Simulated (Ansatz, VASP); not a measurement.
**Te in VASP and in Ansatz**

```xyz
1
Lattice="2.1464 -2.3060 0.0000 2.1464 2.3060 0.0000 0.0000 0.0000 3.2811" Properties=species:S:1:pos:R:3 pbc="T T T"
Te    2.1464    0.0000    1.6406
```

Alike in both runs: task relaxation of cell and atoms; functional PBE; k mesh 6 × 6 × 6; occupations gaussian, width 0.1 eV; no spin polarisation.

|  | VASP | Ansatz |
| --- | --- | --- |
| version | VASP 6.6.1 | Ansatz 0.2.0 |
| potentials or method | VASP PAW PBE potentials, release 64 (Te), cutoff 500 eV | scalar-relativistic, plane waves, PAW |
| valence electrons in the cell | 6 | 16 |

Ansatz gave:

* gap on the k mesh at the Fermi level, each at its own relaxed structure (eV): none
* relaxed volume (Å³/atom): 32.61
* relaxed cell length with the largest relative difference (Å): 3.277

Q: What did VASP give for the same quantities?

A: gap on the k mesh at the Fermi level, each at its own relaxed structure (eV): none; relaxed volume (Å³/atom): 32.45; relaxed cell length with the largest relative difference (Å): 3.273.

A gap of «none» marks a metal or a gap that the smearing closes. VASP's potentials hold 6 valence electrons a cell and Ansatz's 16, so a difference there can come from the potentials and not from the codes.

Spin-orbit coupling is off throughout.
